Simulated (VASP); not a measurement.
Here is a VASP 6.6.1 calculation.

INCAR

```
SYSTEM = Ge2Se3
PREC     = Accurate       ! precision mode
ENCUT    = 500            ! plane-wave cutoff, eV
EDIFF    = 1E-6           ! SCF threshold, eV
ISMEAR   = 0              ! smearing method
SIGMA    = 0.1            ! smearing width, eV
LREAL    = .False.        ! projectors in reciprocal space
LASPH    = .True.         ! aspherical terms in the spheres
NELM     = 120            ! most SCF steps
ALGO     = Normal         ! electronic algorithm
ISIF     = 2              ! what is computed and relaxed
LWAVE    = .False.        ! write WAVECAR
LCHARG   = .False.        ! write CHGCAR
GGA      = PE             ! functional
NBANDS   = 31             ! bands
GGA_COMPAT= .False.
```

File KPOINTS:

```
regular mesh
0
Gamma
  6 6 4
  0 0 0
```

File POSCAR:

```
Ge2Se3
1.0
    4.3555255932      0.0000000000      0.0000000000
   -2.1777627966      3.7719958106      0.0000000000
    0.0000000000      0.0000000000      6.7764903265
Ge Se
2 3
Direct
    0.3333333333      0.6666666667      0.2450000000
    0.6666666667      0.3333333333      0.7550000000
    0.0000000000      0.0000000000      0.0000000000
    0.3333333333      0.6666666667      0.6450000000
    0.6666666667      0.3333333333      0.3550000000
```

Potentials or basis: VASP PAW PBE potentials, release 64 (Ge_d, Se).

Launch:

```bash
$ cat potpaw_PBE.64/Ge_d/POTCAR potpaw_PBE.64/Se/POTCAR > POTCAR
$ mpirun -np 1 vasp_std > vasp.out
```

(1) Estimate the largest force.

(2) What does it give for the band gap on the k mesh?

Results:

(1) 0.811 eV/Å.

(2) zero (bands 23 and 24 overlap by 0.84 eV).
